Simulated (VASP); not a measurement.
# Sc2Al (P6_3/mmc) in VASP: single point with LDA

Aim: the single point of Sc2Al with LDA.

All numbers are computed with VASP 6.6.1; they aren't measurements. Logs are shortened: lines on timing, memory, paths and dates and some standing lists are left out, and cuts for length are marked.

### 1 The cell of the first run

Symmetry: P6_3/mmc, No. 194, hexagonal system. Conventional cell: a = 5.020 Å, b = 5.020 Å, c = 6.322 Å, α = 90.00°, β = 90.00°, γ = 120.00°. Within 4.2 Å of Sc (site symmetry -3m) lie 8 Sc at 3.16 to 3.30 Å and 6 Al at 3.30 Å. Sc (site symmetry -6m2) has 5 Al at 2.90 to 3.16 Å and 6 Sc at 3.30 Å within 3.8 Å. Al (site symmetry -6m2) has 11 Sc at 2.90 to 3.30 Å within 3.8 Å.

### 2 Single point, LDA

INCAR reads:

```
SYSTEM = Sc2Al
ALGO = Normal
EDIFF = 1E-6
ENCUT = 520
ISIF = 2
ISMEAR = -1
LASPH = .TRUE.
LCHARG = .TRUE.
LELF = .TRUE.
LREAL = .FALSE.
LVHAR = .TRUE.
LWAVE = .FALSE.
NBANDS = 34
NELM = 80
PREC = Accurate
SIGMA = 0.1
```

KPOINTS reads:

```
k-points
0
G
  6 6 4
  0 0 0
```

POSCAR reads:

```
Sc2Al
1.0
    5.0197472499      0.0000000000      0.0000000000
   -2.5098787549      4.3472342298      0.0000000000
    0.0000000000      0.0000000000      6.3215279984
Sc Al
4 2
Direct
    0.0000000000      0.0000000000      0.0000000000
    0.0000000000      0.0000000000      0.5000000000
    0.3333333333      0.6666666667      0.7500000000
    0.6666666667      0.3333333333      0.2500000000
    0.3333333333      0.6666666667      0.2500000000
    0.6666666667      0.3333333333      0.7500000000
```

Potentials or basis: VASP PAW LDA potentials, release 64 (Sc_sv, Al).

Started as:

```
$ cat potpaw_LDA.64/Sc_sv/POTCAR potpaw_LDA.64/Al/POTCAR > POTCAR
$ mpirun -np 1 vasp_std > vasp.out
```

OUTCAR:

```text
SYSTEM = Sc2Al
   EDIFF = 1E-6
   ENCUT = 520
   ISIF = 2
   ISMEAR = -1
   LASPH = .TRUE.
   LREAL = .FALSE.
   NELM = 80
   PREC = Accurate

 ion  position               nearest neighbor table
   1  0.000  0.000  0.000-   2 3.16   2 3.16   4 3.30   6 3.30   3 3.30   5 3.30   6 3.30   3 3.30
                             4 3.30   5 3.30   4 3.30   6 3.30   3 3.30   5 3.30
   2  0.000  0.000  0.500-   1 3.16   1 3.16   4 3.30   6 3.30   3 3.30   5 3.30   6 3.30   3 3.30
                             4 3.30   5 3.30   4 3.30   6 3.30   3 3.30   5 3.30
   3  0.333  0.667  0.750-   6 2.90   6 2.90   6 2.90   5 3.16   5 3.16   2 3.30   1 3.30   1 3.30
                             2 3.30   2 3.30   1 3.30
   4  0.667  0.333  0.250-   5 2.90   5 2.90   5 2.90   6 3.16   6 3.16   1 3.30   2 3.30   1 3.30
                             2 3.30   1 3.30   2 3.30
   5  0.333  0.667  0.250-   4 2.90   4 2.90   4 2.90   3 3.16   3 3.16   2 3.30   1 3.30   1 3.30
                             2 3.30   2 3.30   1 3.30
   6  0.667  0.333  0.750-   3 2.90   3 2.90   3 2.90   4 3.16   4 3.16   1 3.30   2 3.30   1 3.30
                             2 3.30   1 3.30   2 3.30

  LATTYP: Found a hexagonal cell.
 ALAT       =     5.0197472499
 C/A-ratio  =     1.2593319312

  Lattice vectors:

 A1 = (   5.0197472499,   0.0000000000,   0.0000000000)
 A2 = (  -2.5098787549,   4.3472342298,   0.0000000000)
 A3 = (   0.0000000000,   0.0000000000,   6.3215279984)

Analysis of symmetry for initial positions (statically):
=====================================================================
 Subroutine PRICEL returns:
 Original cell was already a primitive cell.

 Routine SETGRP: Setting up the symmetry group for a
 hexagonal supercell.

 Subroutine GETGRP returns: Found 24 space group operations
 (whereof 12 operations were pure point group operations)
 out of a pool of 24 trial point group operations.

The static configuration has the point symmetry D_3d.
 The point group associated with its full space group is D_6h.

Analysis of symmetry for dynamics (positions and initial velocities):
=====================================================================
 Subroutine PRICEL returns:
 Original cell was already a primitive cell.

 Routine SETGRP: Setting up the symmetry group for a
 hexagonal supercell.

 Subroutine GETGRP returns: Found 24 space group operations
 (whereof 12 operations were pure point group operations)
 out of a pool of 24 trial point group operations.

The dynamic configuration has the point symmetry D_3d.
 The point group associated with its full space group is D_6h.

 Subroutine INISYM returns: Found 24 space group operations
 (whereof 12 operations are pure point group operations),
 and found     1 'primitive' translations

----------------------------------------------------------------------------------------

                                     Primitive cell

  volume of cell :     137.9485

  direct lattice vectors                    reciprocal lattice vectors
     5.019747250  0.000000000  0.000000000     0.199213217  0.115015892  0.000000000
    -2.509878755  4.347234230  0.000000000     0.000000000  0.230031314  0.000000000
     0.000000000  0.000000000  6.321527998     0.000000000  0.000000000  0.158189602

  length of vectors
     5.019747250  5.019754657  6.321527998     0.230031653  0.230031314  0.158189602

  position of ions in fractional coordinates (direct lattice)
     0.000000000  0.000000000  0.000000000
     0.000000000  0.000000000  0.500000000
     0.333333333  0.666666667  0.750000000
     0.666666667  0.333333333  0.250000000
     0.333333333  0.666666667  0.250000000
     0.666666667  0.333333333  0.750000000

  ion indices of the primitive-cell ions
   primitive index   ion index
                 1           1
                 2           2
                 3           3
                 4           4
                 5           5
                 6           6

----------------------------------------------------------------------------------------

 KPOINTS: k-points

Automatic generation of k-mesh.
 Grid dimensions read from file:
 generate k-points for:    6    6    4

 Generating k-lattice:

  Cartesian coordinates                     Fractional coordinates (reciprocal lattice)
     0.033202203  0.019169315  0.000000000     0.166666667  0.000000000  0.000000000
     0.000000000  0.038338552  0.000000000     0.000000000  0.166666667  0.000000000
     0.000000000  0.000000000  0.039547401     0.000000000  0.000000000  0.250000000

  Length of vectors
     0.038338609  0.038338552  0.039547401

  Shift w.r.t. Gamma in fractional coordinates (k-lattice)
     0.000000000  0.000000000  0.000000000

 Subroutine IBZKPT returns following result:
 ===========================================

 Found     21 irreducible k-points:

 Following reciprocal coordinates:
            Coordinates               Weight
  0.000000  0.000000  0.000000      1.000000
  0.166667  0.000000  0.000000      6.000000
  0.333333 -0.000000  0.000000      6.000000
  0.500000  0.000000  0.000000      3.000000
  0.166667  0.166667  0.000000      6.000000
  0.333333  0.166667  0.000000     12.000000
[... 13 lines left out ...]
  0.333333  0.166667  0.500000     12.000000
  0.333333  0.333333  0.500000      2.000000
   k-points           NKPTS =     21   k-points in BZ     NKDIM =     21   number of bands    NBANDS=     34
   number of dos      NEDOS =    301   number of ions     NIONS =      6
   total plane-waves  NPLWV =  76800
   dimension x,y,z NGX =    40 NGY =   40 NGZ =   48
   dimension x,y,z NGXF=    80 NGYF=   80 NGZF=   96
   ions per type =               4   2
   NGX,Y,Z   is equivalent  to a cutoff of  13.25, 13.25, 12.62 a.u.
   NGXF,Y,Z  is equivalent  to a cutoff of  26.49, 26.49, 25.25 a.u.
 SYSTEM =  Sc2Al
   PREC   = accura    normal or accurate (medium, high low for compatibility)
   ISTART =      0    job   : 0-new  1-cont  2-samecut
   ICHARG =      2    charge: 1-file 2-atom 10-const
   ISPIN  =      1    spin polarized calculation?
   LNONCOLLINEAR =      F non collinear calculations
   LSORBIT =      F    spin-orbit coupling
   LASPH  =      T    aspherical Exc in radial PAW
   ENCUT  =  520.0 eV  38.22 Ry    6.18 a.u.   9.33  9.33 11.75*2*pi/ulx,y,z
   NELM   =     80;   NELMIN=  2; NELMDL= -5     # of ELM steps
   EDIFF  = 0.1E-05   stopping-criterion for ELM
   LREAL  =      F    real-space projection
[... 7 lines left out ...]
   TEBEG  =    0.0;   TEEND  =   0.0 temperature during run
   PSTRESS=    0.0 pullay stress
   NELECT =      50.0000    total number of electrons
   NUPDOWN=      -1.0000    fix difference up-down
   EMIN   =  10.00;   EMAX   =-10.00  energy-range for DOS
   EFERMI =   0.00;   METHOD = LEGACY
   ISMEAR =    -1;   SIGMA  =   0.10  broadening in eV -4-tet -1-fermi 0-gaus
   EFERMI_NEDOS =   21; number of points for ismear=-14 and -15
   IALGO  =     38    algorithm
   IMIX   =      4    mixing-type and parameters
     AMIX     =   0.40;   BMIX     =  1.00
     AMIX_MAG =   1.60;   BMIX_MAG =  1.00
  volume/ion in A,a.u.               =      22.99       155.15
  Fermi-wavevector in a.u.,A,eV,Ry     =   1.167237  2.205759 18.537163  1.362443
  Thomas-Fermi vector in A             =   2.303740
   LORBIT       =      0    0 simple, 1 ext, 2 COOP (PROOUT), +10 PAW based schemes
   GGA     = CA    functional components
   LHFCALC =     F    Hartree Fock is set to
   AEXX    =    0.0000 exact exchange contribution
   IVDW    =     0    specifies the selected vdW correction
   LEPSILON=     F    determine dielectric tensor
   LRPA    =     F    only Hartree local field effects (RPA)
 non-spin polarized calculation
  energy-cutoff  :      520.00
  volume of cell :      137.95
 maximum number of plane-waves:      3744
 NGX is ok and might be reduce to    40
   NGX = 19   NGY = 19   NGZ = 23

 number of electron      49.9999997 magnetization

 Free energy of the ion-electron system (eV)
  ---------------------------------------------------
  ext. energy  EPLUGINS =         0.00000000
  ---------------------------------------------------
  free energy    TOTEN  =       -37.04442935 eV

  energy without entropy =      -36.80107619  energy(sigma->0) =      -36.92275277

 E-fermi :   4.0800     XC(G=0): -10.0124

 val. band max:        4.0690647755   @ k =   0.1667   0.1667   0.0000
 cond. band min:       4.0819382105   @ k =   0.3333   0.1667   0.2500
 fundamental gap:      0.0128734349
 Fermi energy:         4.0799941158

 k-point     1 :       0.0000    0.0000    0.0000
  band No.  band energies     occupation
      1     -45.0053      2.00000
      2     -44.9650      2.00000
      3     -44.9281      2.00000
      4     -44.9198      2.00000
      5     -24.0631      2.00000
      6     -24.0427      2.00000
[... 26 lines left out ...]
     33       6.6157      0.00000
     34       6.7071      0.00000

 k-point     2 :       0.1667    0.0000    0.0000
  band No.  band energies     occupation
      1     -45.0033      2.00000
      2     -44.9650      2.00000
      3     -44.9282      2.00000
      4     -44.9217      2.00000
      5     -24.0774      2.00000
      6     -24.0493      2.00000
[... 26 lines left out ...]
     33       6.4134      0.00000
     34       6.4428      0.00000

 k-point     3 :       0.3333   -0.0000    0.0000
  band No.  band energies     occupation
      1     -44.9990      2.00000
      2     -44.9650      2.00000
      3     -44.9284      2.00000
      4     -44.9256      2.00000
      5     -24.1008      2.00000
      6     -24.0612      2.00000
[... 26 lines left out ...]
     33       6.0789      0.00000
     34       6.2371      0.00000

 k-point     4 :       0.5000    0.0000    0.0000
  band No.  band energies     occupation
      1     -44.9967      2.00000
      2     -44.9650      2.00000
      3     -44.9290      2.00000
      4     -44.9273      2.00000
      5     -24.1106      2.00000
      6     -24.0667      2.00000
[... 26 lines left out ...]
     33       5.9617      0.00000
     34       5.9774      0.00000

 k-point     5 :       0.1667    0.1667    0.0000
  band No.  band energies     occupation
      1     -45.0001      2.00000
      2     -44.9650      2.00000
      3     -44.9283      2.00000
      4     -44.9246      2.00000
      5     -24.0955      2.00000
      6     -24.0508      2.00000
[... 510 lines left out ...]
 k-point    19 :       0.1667    0.1667    0.5000
  band No.  band energies     occupation
      1     -44.9833      2.00000
      2     -44.9833      2.00000
      3     -44.9258      2.00000
      4     -44.9258      2.00000
      5     -24.0272      2.00000
      6     -24.0272      2.00000
[... 26 lines left out ...]
     33       5.9628      0.00000
     34       5.9631      0.00000

 k-point    20 :       0.3333    0.1667    0.5000
  band No.  band energies     occupation
      1     -44.9810      2.00000
      2     -44.9810      2.00000
      3     -44.9280      2.00000
      4     -44.9280      2.00000
      5     -24.0412      2.00000
      6     -24.0412      2.00000
[... 26 lines left out ...]
     33       5.9390      0.00000
     34       5.9400      0.00000

 k-point    21 :       0.3333    0.3333    0.5000
  band No.  band energies     occupation
      1     -44.9802      2.00000
      2     -44.9802      2.00000
      3     -44.9288      2.00000
      4     -44.9288      2.00000
      5     -24.0518      2.00000
      6     -24.0518      2.00000
[... 26 lines left out ...]
     33       6.2236      0.00000
     34       6.2288      0.00000

------------------------ aborting loop because EDIFF is reached ----------------------------------------

  FORCE on cell =-STRESS in cart. coord.  units (eV):
  Direction    XX          YY          ZZ          XY          YZ          ZX
  --------------------------------------------------------------------------------------
  -------------------------------------------------------------------------------------
  Total       -7.4848873     -7.4849066     -6.8875278      0.0000088      0.0000000     -0.0000000
  in kB      -86.9318440    -86.9320676    -79.9939218      0.0001026      0.0000000     -0.0000000
  external PRESSURE =     -84.6192778 kB  Pullay stress =       0.0000000 kB

 VOLUME and BASIS-vectors are now :
 -----------------------------------------------------------------------------
  energy-cutoff  :      520.00
  volume of cell :      137.95
      direct lattice vectors                 reciprocal lattice vectors
     5.019747250  0.000000000  0.000000000     0.199213217  0.115015892  0.000000000
    -2.509878755  4.347234230  0.000000000     0.000000000  0.230031314  0.000000000
     0.000000000  0.000000000  6.321527998     0.000000000  0.000000000  0.158189602

 POSITION                                       TOTAL-FORCE (eV/Angst)
 -----------------------------------------------------------------------------------
      0.00000      0.00000      0.00000        -0.000000      0.000000      0.000000
      0.00000      0.00000      3.16076         0.000000      0.000000      0.000000
     -0.00000      2.89816      4.74115        -0.000000     -0.000000      0.000000
      2.50987      1.44908      1.58038         0.000000      0.000000      0.000000
     -0.00000      2.89816      1.58038         0.000000      0.000000      0.000000
      2.50987      1.44908      4.74115        -0.000000      0.000000      0.000000
 -----------------------------------------------------------------------------------
    total drift:                               -0.000000     -0.000000     -0.000000

  FREE ENERGIE OF THE ION-ELECTRON SYSTEM (eV)
  ---------------------------------------------------
  free  energy   TOTEN  =       -37.0444293519 eV

  energy  without entropy=      -36.8010761906  energy(sigma->0) =      -36.92275277
```

Wall time 73 s (1 thread of AMD EPYC 9R45 (Zen 5), shared host); peak memory 0.22 GiB.

What came out:

* Free energy: -37.0444 eV
* Pressure: -8.5 GPa
* Band gap on the k mesh: zero (band 25 reaches 4.43 eV, above the bottom of band 26 at 3.80 eV)
